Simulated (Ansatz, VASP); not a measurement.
**Zr: VASP beside Ansatz**

Contents of INCAR:

```
  PREC = Accurate
  ENCUT = 520
  EDIFF = 1E-7
  ISMEAR = 0
  SIGMA = 0.1
  LREAL = False
  LASPH = True
  NELM = 80
  ALGO = Normal
  ISIF = 2
  LWAVE = False
  LCHARG = False
  GGA = PE
  NBANDS = 19
```

File KPOINTS:

```
regular mesh
0
Gamma
  6 6 4
```

The input POSCAR:

```
Zr
1.0
    3.2392314131      0.0000000000      0.0000000000
   -1.6196157065      2.8052566925      0.0000000000
    0.0000000000      0.0000000000      5.1722200000
Zr
2
Direct
    0.3333333300      0.6666666700      0.2500000000
    0.6666666700      0.3333333300      0.7500000000
```

Input for Ansatz:

```yaml
crystal:
  lattice:
    - [3.2392314131, 0.0, 0.0]
    - [-1.6196157065, 2.8052566925, 0.0]
    - [0.0, 0.0, 5.17222]
  atoms:
    - { symbol: Zr, position: [0.33333333, 0.66666667, 0.25] }
    - { symbol: Zr, position: [0.66666667, 0.33333333, 0.75] }
basis:
  ecutwfc: 420
kpoints:
  mp_grid: { grid: [6, 6, 4] }
hamiltonian:
  xc: pbe
scf:
  occupations: { method: gaussian, width: 0.1 }
output:
  forces: true
  stress: true
  eigenvalues: true
```

Alike in both runs: task single point; functional PBE; k mesh 6 × 6 × 4; occupations gaussian, width 0.1 eV; no spin polarisation.

|  | VASP | Ansatz |
| --- | --- | --- |
| version | VASP 6.6.1 | Ansatz 0.2.0 |
| potentials or method | VASP PAW PBE potentials, release 64 (Zr_sv), cutoff 520 eV | scalar-relativistic, plane waves, PAW |
| valence electrons in the cell | 24 | 24 |

|  | VASP | Ansatz | Ansatz less VASP |
| --- | --- | --- | --- |
| gap on the k mesh at the Fermi level (eV) | none | none | - |
| pressure (GPa) | -0.6 | -0.6 | -0.01 |
| traceless stress, the component that is largest in VASP (GPa) | 0.44 | 0.44 | -0.001 |

A gap of «none» marks a metal or a gap that the smearing closes.

The k mesh is coarse, so the values compare programs but aren't converged.
